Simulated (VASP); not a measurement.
Write the native input for VASP 6.6.1 that does the following.

- Task: single point
- Functional: PBEsol
- Potentials or basis: VASP PAW PBE potentials, release 64 (Ge_d)
- Cutoff: 520 eV
- k mesh: 11 × 11 × 6
- Occupations: methfessel-paxton, width 0.1 eV
- Spin: no spin polarisation
- Dipole correction: no
- Further INCAR settings: ALGO = Normal; EDIFF = 1e-06; NBANDS = 21

The structure of Ge lies in POSCAR:

```
Ge
1.0
    1.4979079428     -2.6118738783      0.0000000000
    1.4979079428      2.6118738783      0.0000000000
    0.0000000000      0.0000000000      4.7589054952
Ge
2
Direct
    0.6665530000      0.3334470000      0.2500000000
    0.3334470000      0.6665530000      0.7500000000
```

One way to write it, as run:

INCAR

```
SYSTEM = Ge
ALGO = Normal ; EDIFF = 1E-6
ENCUT = 520 ; GGA = PS
ISIF = 2 ; ISMEAR = 1
LASPH = .TRUE. ; LCHARG = .FALSE.
LREAL = .FALSE. ; LWAVE = .FALSE.
NBANDS = 21 ; NELM = 80
PREC = Accurate ; SIGMA = 0.1
```

KPOINTS

```
k-points
0
G
  11 11 6
  0 0 0
```

Potentials or basis: VASP PAW PBE potentials, release 64 (Ge_d).

Launch:

```sh
$ cat potpaw_PBE.64/Ge_d/POTCAR > POTCAR
$ mpirun -np 1 vasp_std > vasp.out
```

Results of the run:

```json
{
 "Pressure": "-1.1 GPa",
 "Largest force": "0.009 eV/Å",
 "Band gap on the k mesh": "zero (band 14 reaches 13.32 eV, above the bottom of band 15 at 4.15 eV)"
}
```

Caveat: the PAW data sets were made with another functional, which shifts forces and pressure a little.

It took 32 s on 1 thread of Intel(R) Xeon(R) 6975P-C (Granite Rapids), with other jobs on the host, peak memory 0.21 GiB.
